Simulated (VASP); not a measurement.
B2SbP3: single point with PBE

B2SbP3:

```
CELL_PARAMETERS angstrom
5.29770 0.00000 0.00000
0.00000 5.29770 0.00000
0.00000 0.00000 3.72457
ATOMIC_POSITIONS crystal
B 0.00000 0.50000 0.00000
B 0.50000 0.00000 0.00000
Sb 0.00000 0.00000 0.50000
P 0.00000 0.50000 0.50000
P 0.50000 0.00000 0.50000
P 0.50000 0.50000 0.50000
```

The cell was built from a structure type or drawn by symmetry, and may not be a known phase.

- Program: VASP 6.6.1
- Task: single point
- Functional: PBE
- Potentials or basis: VASP PAW PBE potentials, release 64 (B, Sb, P)
- Cutoff: 520 eV
- k mesh: 8 × 8 × 10
- Occupations: gaussian, width 0.1 eV
- Spin: no spin polarisation

```
Pressure               : -0.1 GPa
Band gap on the k mesh : zero (bands 13 and 14 overlap by 1.95 eV)
```

Stress tensor (GPa, compression positive):
```
-0.06  0.00  0.00
 0.00 -0.06  0.00
 0.00  0.00 -0.15
```

Levels at points of the mesh, in eV from the Fermi level:
```tsv
k point	band 10	band 11	band 12	band 13	band 14	band 15	band 16	band 17
(0.00, 0.00, 0.00)	-4.56	-1.55	-0.32	0.80	2.19	2.37	2.37	2.38
(0.50, 0.00, 0.00)	-2.39	-1.61	-1.55	0.41	0.87	1.43	1.43	2.57
(0.50, 0.50, 0.00)	-2.07	-1.70	-0.71	-0.71	-0.57	-0.01	0.64	0.64
(0.00, 0.00, 0.50)	-3.51	-1.98	-1.76	-1.76	-1.15	0.26	0.26	3.41
(0.50, 0.00, 0.50)	-2.81	-1.48	-1.42	-1.07	-0.76	0.74	1.09	1.72
(0.50, 0.50, 0.50)	-1.41	-0.92	-0.92	-0.05	0.00	0.00	0.48	0.86
```

It took 3.3 min on 1 thread of AMD EPYC 7R13, on a shared host, peak memory 0.3 GiB.

Caveat: spin-orbit coupling is left out, which moves the levels of the heavy elements.
